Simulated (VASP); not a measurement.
# ZnS (R3m) in VASP: single point with PBE

Aim: the single point of ZnS with PBE.

Everything below comes from runs of VASP 6.6.1. Logs are shortened: lines on timing, memory, paths and dates and some standing lists are left out, and cuts for length are marked.

## 1. The cell of the first run

The typed cell holds 6 atoms: a = 3.849 Å, b = 3.849 Å, c = 9.428 Å, α = 90.00°, β = 90.00°, γ = 120.00°.

## 2. Single point, PBE

File INCAR:

```
  PREC = Accurate
  ENCUT = 520
  EDIFF = 1E-7
  ISMEAR = 0
  SIGMA = 0.02
  LREAL = False
  LASPH = True
  NELM = 60
  ALGO = Normal
  ISIF = 2
  LWAVE = False
  LCHARG = False
  GGA = PE
  NBANDS = 36
```

File KPOINTS:

```
Automatic mesh
0
Gamma
  12 12 4
```

File POSCAR:

```
ZnS
1.0
    3.8493617161      0.0000000000      0.0000000000
   -1.9246808580      3.3336450345      0.0000000000
    0.0000000000      0.0000000000      9.4275230612
Zn S
3 3
Direct
    0.0000000000      0.0000000000     -0.0000879326
    0.3333333333      0.6666666667      0.3332454008
    0.6666666667      0.3333333333      0.6665787341
    0.0000000000      0.0000000000      0.2500879326
    0.3333333333      0.6666666667      0.5834212659
    0.6666666667      0.3333333333      0.9167545992
```

Potentials or basis: VASP PAW PBE potentials, release 64 (Zn, S).

Run with:

```
> cat potpaw_PBE.64/Zn/POTCAR potpaw_PBE.64/S/POTCAR > POTCAR
> mpirun -np 1 vasp_std > vasp.out
```

OUTCAR:

```text
PREC = Accurate
   ENCUT = 520
   EDIFF = 1E-7
   ISMEAR = 0
   LREAL = False
   LASPH = True
   NELM = 60
   ISIF = 2
   GGA = PE

 ion  position               nearest neighbor table
   1  0.000  0.000  1.000-   6 2.36   6 2.36   6 2.36   4 2.36
   2  0.333  0.667  0.333-   4 2.36   4 2.36   4 2.36   5 2.36
   3  0.667  0.333  0.667-   5 2.36   5 2.36   5 2.36   6 2.36
   4  0.000  0.000  0.250-   2 2.36   2 2.36   2 2.36   1 2.36
   5  0.333  0.667  0.583-   3 2.36   3 2.36   3 2.36   2 2.36
   6  0.667  0.333  0.917-   1 2.36   1 2.36   1 2.36   3 2.36

  LATTYP: Found a hexagonal cell.
 ALAT       =     3.8493617161
 C/A-ratio  =     2.4491133223

  Lattice vectors:

 A1 = (   3.8493617161,   0.0000000000,   0.0000000000)
 A2 = (  -1.9246808580,   3.3336450345,   0.0000000000)
 A3 = (   0.0000000000,   0.0000000000,   9.4275230612)

Analysis of symmetry for initial positions (statically):
=====================================================================
 Subroutine PRICEL returns following result:

  LATTYP: Found a trigonal (rhomboedric) cell.
 ALAT       =     3.8489673630
 COS(alpha) =     0.4998975381

  Lattice vectors:

 A1 = (   1.9246808577,   1.1112150117,  -3.1425076858)
 A2 = (   0.0000000002,  -2.2224300231,  -3.1425076877)
 A3 = (  -1.9246808578,   1.1112150114,  -3.1425076877)

   3 primitive cells build up your supercell.

 Routine SETGRP: Setting up the symmetry group for a
 hexagonal supercell.

 Subroutine GETGRP returns: Found  6 space group operations
 (whereof  6 operations were pure point group operations)
 out of a pool of 24 trial point group operations.

The static configuration has the point symmetry C_3v.

Analysis of symmetry for dynamics (positions and initial velocities):
=====================================================================
 Subroutine PRICEL returns following result:

  LATTYP: Found a trigonal (rhomboedric) cell.
 ALAT       =     3.8489673630
 COS(alpha) =     0.4998975381

  Lattice vectors:

 A1 = (   1.9246808577,   1.1112150117,  -3.1425076858)
 A2 = (   0.0000000002,  -2.2224300231,  -3.1425076877)
 A3 = (  -1.9246808578,   1.1112150114,  -3.1425076877)

   3 primitive cells build up your supercell.

 Routine SETGRP: Setting up the symmetry group for a
 hexagonal supercell.

 Subroutine GETGRP returns: Found  6 space group operations
 (whereof  6 operations were pure point group operations)
 out of a pool of 24 trial point group operations.

The dynamic configuration has the point symmetry C_3v.

 Subroutine INISYM returns: Found  6 space group operations
 (whereof  6 operations are pure point group operations),
 and found     3 'primitive' translations

----------------------------------------------------------------------------------------

                                     Primitive cell

  volume of cell :      40.3259

  direct lattice vectors                    reciprocal lattice vectors
     1.924680858  1.111215012 -3.142507686     0.259783329  0.149985975 -0.106072400
     0.000000000 -2.222430023 -3.142507688     0.000000000 -0.299971949 -0.106072400
    -1.924680858  1.111215011 -3.142507688    -0.259783329  0.149985975 -0.106072400

  length of vectors
     3.848967363  3.848967365  3.848967365     0.318173733  0.318173733  0.318173733

  position of ions in fractional coordinates (direct lattice)
     0.000087933  0.000087933  0.000087933
     0.749912067  0.749912067  0.749912067

  ion indices of the primitive-cell ions
   primitive index   ion index
                 1           1
                 2           4

----------------------------------------------------------------------------------------

 KPOINTS: Automatic mesh

Automatic generation of k-mesh.
 Grid dimensions read from file:
 generate k-points for:   12   12    4

 Generating k-lattice:

  Cartesian coordinates                     Fractional coordinates (reciprocal lattice)
     0.021648611  0.012498831  0.000000000     0.083333333  0.000000000  0.000000000
     0.000000000  0.024997662  0.000000000     0.000000000  0.083333333  0.000000000
     0.000000000  0.000000000  0.026518100     0.000000000  0.000000000  0.250000000

  Length of vectors
     0.024997662  0.024997662  0.026518100

  Shift w.r.t. Gamma in fractional coordinates (k-lattice)
     0.000000000  0.000000000  0.000000000

 Subroutine IBZKPT returns following result:
 ===========================================

 Found     69 irreducible k-points:

 Following reciprocal coordinates:
            Coordinates               Weight
  0.000000  0.000000  0.000000      1.000000
  0.083333  0.000000  0.000000      6.000000
  0.166667  0.000000  0.000000      6.000000
  0.250000  0.000000  0.000000      6.000000
  0.333333  0.000000  0.000000      6.000000
  0.416667  0.000000  0.000000      6.000000
[... 16 lines left out ...]
  0.166667  0.000000  0.250000      6.000000
  0.000000  0.166667  0.250000      6.000000
 [... further k-points ...]
   k-points           NKPTS =     69   k-points in BZ     NKDIM =     69   number of bands    NBANDS=     36
   number of dos      NEDOS =    301   number of ions     NIONS =      6
   total plane-waves  NPLWV =  63000
   dimension x,y,z NGX =    30 NGY =   30 NGZ =   70
   dimension x,y,z NGXF=    60 NGYF=   60 NGZF=  140
   ions per type =               3   3
   NGX,Y,Z   is equivalent  to a cutoff of  12.96, 12.96, 12.34 a.u.
   NGXF,Y,Z  is equivalent  to a cutoff of  25.91, 25.91, 24.69 a.u.
 SYSTEM =  unknown system
   PREC   = accura    normal or accurate (medium, high low for compatibility)
   ISTART =      0    job   : 0-new  1-cont  2-samecut
   ICHARG =      2    charge: 1-file 2-atom 10-const
   ISPIN  =      1    spin polarized calculation?
   LNONCOLLINEAR =      F non collinear calculations
   LSORBIT =      F    spin-orbit coupling
   LASPH  =      T    aspherical Exc in radial PAW
   ENCUT  =  520.0 eV  38.22 Ry    6.18 a.u.   7.16  7.16 17.53*2*pi/ulx,y,z
   NELM   =     60;   NELMIN=  2; NELMDL= -5     # of ELM steps
   EDIFF  = 0.1E-06   stopping-criterion for ELM
   LREAL  =      F    real-space projection
   EDIFFG = 0.1E-05   stopping-criterion for IOM
   NSW    =      0    number of steps for IOM
   IBRION =     -1    ionic relax: 0-MD 1-quasi-New 2-CG
   NFREE  =      0    steps in history (QN), initial steepest desc. (CG)
   ISIF   =      2    stress and relaxation
   ISYM   =      2    0-nonsym 1-usesym 2-fastsym
   POTIM  = 0.5000    time-step for ionic-motion
   TEBEG  =    0.0;   TEEND  =   0.0 temperature during run
   PSTRESS=    0.0 pullay stress
   NELECT =      54.0000    total number of electrons
   NUPDOWN=      -1.0000    fix difference up-down
   EMIN   =  10.00;   EMAX   =-10.00  energy-range for DOS
   EFERMI =   0.00;   METHOD = LEGACY
   ISMEAR =     0;   SIGMA  =   0.02  broadening in eV -4-tet -1-fermi 0-gaus
   EFERMI_NEDOS =   21; number of points for ismear=-14 and -15
   IALGO  =     38    algorithm
   IMIX   =      4    mixing-type and parameters
     AMIX     =   0.40;   BMIX     =  1.00
     AMIX_MAG =   1.60;   BMIX_MAG =  1.00
  volume/ion in A,a.u.               =      20.16       136.07
  Fermi-wavevector in a.u.,A,eV,Ry     =   1.251135  2.364302 21.297729  1.565339
  Thomas-Fermi vector in A             =   2.385097
   LORBIT       =      0    0 simple, 1 ext, 2 COOP (PROOUT), +10 PAW based schemes
   GGA     = PE    functional components
   LHFCALC =     F    Hartree Fock is set to
   AEXX    =    0.0000 exact exchange contribution
   IVDW    =     0    specifies the selected vdW correction
   LEPSILON=     F    determine dielectric tensor
   LRPA    =     F    only Hartree local field effects (RPA)
 non-spin polarized calculation
 Gauss-broadening in eV      SIGMA  =   0.02
  energy-cutoff  :      520.00
  volume of cell :      120.98
 maximum number of plane-waves:      3296
 NGX is ok and might be reduce to    30
   NGX = 15   NGY = 15   NGZ = 35

 number of electron      54.0000028 magnetization

 Free energy of the ion-electron system (eV)
  ---------------------------------------------------
  ext. energy  EPLUGINS =         0.00000000
  ---------------------------------------------------
  free energy    TOTEN  =       -20.55792768 eV

  energy without entropy =      -20.55792768  energy(sigma->0) =      -20.55792768

 E-fermi :   2.0498     XC(G=0):  -9.5275

 val. band max:        1.9070994713   @ k =   0.0000   0.0000   0.0000
 cond. band min:       3.9243718560   @ k =   0.0000   0.0000   0.0000
 fundamental gap:      2.0172723846
 Fermi energy:         2.0498084695

 k-point     1 :       0.0000    0.0000    0.0000
  band No.  band energies     occupation
      1     -11.0852      2.00000
      2     -10.4512      2.00000
      3     -10.4512      2.00000
      4      -4.3495      2.00000
      5      -4.3495      2.00000
      6      -4.3477      2.00000
[... 28 lines left out ...]
     35       8.9517      0.00000
     36       8.9517      0.00000

 k-point     2 :       0.0833    0.0000    0.0000
  band No.  band energies     occupation
      1     -11.0400      2.00000
      2     -10.4198      2.00000
      3     -10.4188      2.00000
      4      -4.3510      2.00000
      5      -4.3398      2.00000
      6      -4.3390      2.00000
[... 28 lines left out ...]
     35       8.8083      0.00000
     36       9.0137      0.00000

 k-point     3 :       0.1667    0.0000    0.0000
  band No.  band energies     occupation
      1     -10.9105      2.00000
      2     -10.3350      2.00000
      3     -10.3268      2.00000
      4      -4.3502      2.00000
      5      -4.3141      2.00000
      6      -4.3133      2.00000
[... 28 lines left out ...]
     35       8.8271      0.00000
     36       9.2255      0.00000

 k-point     4 :       0.2500    0.0000    0.0000
  band No.  band energies     occupation
      1     -10.7159      2.00000
      2     -10.2225      2.00000
      3     -10.1938      2.00000
      4      -4.3340      2.00000
      5      -4.3134      2.00000
      6      -4.2772      2.00000
[... 28 lines left out ...]
     35       9.1584      0.00000
     36       9.2265      0.00000

 k-point     5 :       0.3333    0.0000    0.0000
  band No.  band energies     occupation
      1     -10.4898      2.00000
      2     -10.1222      2.00000
      3     -10.0519      2.00000
      4      -4.3366      2.00000
      5      -4.2958      2.00000
      6      -4.2402      2.00000
[... 655 lines left out ...]
 k-point    22 :       0.0000    0.0833    0.2500
  band No.  band energies     occupation
      1     -10.9903      2.00000
      2     -10.6426      2.00000
      3     -10.2419      2.00000
      4      -4.3493      2.00000
      5      -4.3346      2.00000
      6      -4.3267      2.00000
[... 28 lines left out ...]
     35       8.6732      0.00000
     36       9.0143      0.00000

 k-point    23 :       0.1667    0.0000    0.2500
  band No.  band energies     occupation
      1     -10.8617      2.00000
      2     -10.5426      2.00000
      3     -10.1650      2.00000
      4      -4.3708      2.00000
      5      -4.2939      2.00000
      6      -4.2927      2.00000
[... 28 lines left out ...]
     35       9.1544      0.00000
     36       9.1916      0.00000

 k-point    24 :       0.0000    0.1667    0.2500
  band No.  band energies     occupation
      1     -10.8652      2.00000
      2     -10.5342      2.00000
      3     -10.1703      2.00000
      4      -4.3465      2.00000
      5      -4.3373      2.00000
      6      -4.3135      2.00000
[... 28 lines left out ...]
     35       8.8389      0.00000
     36       9.4603      0.00000

 [... further k-points ...]
[... 5 lines left out ...]
  --------------------------------------------------------------------------------------
  -------------------------------------------------------------------------------------
  Total        0.1177477      0.1177477      0.0914520      0.0000000      0.0000000     -0.0000000
  in kB        1.5593997      1.5593997      1.2111506      0.0000000      0.0000000     -0.0000000
  external PRESSURE =       1.4433167 kB  Pullay stress =       0.0000000 kB

 VOLUME and BASIS-vectors are now :
 -----------------------------------------------------------------------------
  energy-cutoff  :      520.00
  volume of cell :      120.98
      direct lattice vectors                 reciprocal lattice vectors
     3.849361716  0.000000000  0.000000000     0.259783329  0.149985975  0.000000000
    -1.924680858  3.333645034  0.000000000     0.000000000  0.299971950  0.000000000
     0.000000000  0.000000000  9.427523061     0.000000000  0.000000000  0.106072400

 POSITION                                       TOTAL-FORCE (eV/Angst)
 -----------------------------------------------------------------------------------
      0.00000      0.00000      9.42669         0.000000      0.000000      0.008029
     -0.00000      2.22243      3.14168        -0.000000     -0.000000      0.008029
      1.92468      1.11122      6.28419        -0.000000     -0.000000      0.008029
      0.00000      0.00000      2.35771         0.000000      0.000000     -0.008029
     -0.00000      2.22243      5.50022         0.000000      0.000000     -0.008029
      1.92468      1.11122      8.64273         0.000000      0.000000     -0.008029
 -----------------------------------------------------------------------------------
    total drift:                               -0.000000     -0.000001     -0.000083

  FREE ENERGIE OF THE ION-ELECTRON SYSTEM (eV)
  ---------------------------------------------------
  free  energy   TOTEN  =       -20.5579276821 eV

  energy  without entropy=      -20.5579276821  energy(sigma->0) =      -20.55792768
```

Run time: 2.1 min. Hardware: 1 thread of Intel Xeon 6975P-C (Granite Rapids), shared host; peak memory 0.38 GiB.

Results:

| Quantity | Value |
| --- | --- |
| Free energy | -20.5579 eV |
| Pressure | 0.1 GPa |
| Largest force | 0.008 eV/Å |
| Band gap on the k mesh | 2.02 eV |

Forces on the atoms (eV/Å):
```
Zn   0.000  0.000  0.008
Zn   0.000  0.000  0.008
Zn   0.000  0.000  0.008
S    0.000  0.000 -0.008
S    0.000  0.000 -0.008
S    0.000  0.000 -0.008
```

Levels at points of the mesh, in eV from the valence-band top:
```
           k point  band 24  band 25  band 26  band 27  band 28  band 29  band 30  band 31
(0.00, 0.00, 0.00)    -0.65     0.00     0.00     0.00     2.02     3.38     3.38     6.41
(0.50, 0.00, 0.00)    -1.77    -1.77    -1.21    -1.21     3.45     4.07     4.24     4.24
(0.00, 0.00, 0.50)    -0.24    -0.24    -0.24    -0.24     3.13     3.13     3.26     6.36
(0.50, 0.00, 0.50)    -1.85    -1.85    -0.84    -0.83     3.27     4.01     4.01     5.08
```

A k mesh can miss the band edges.
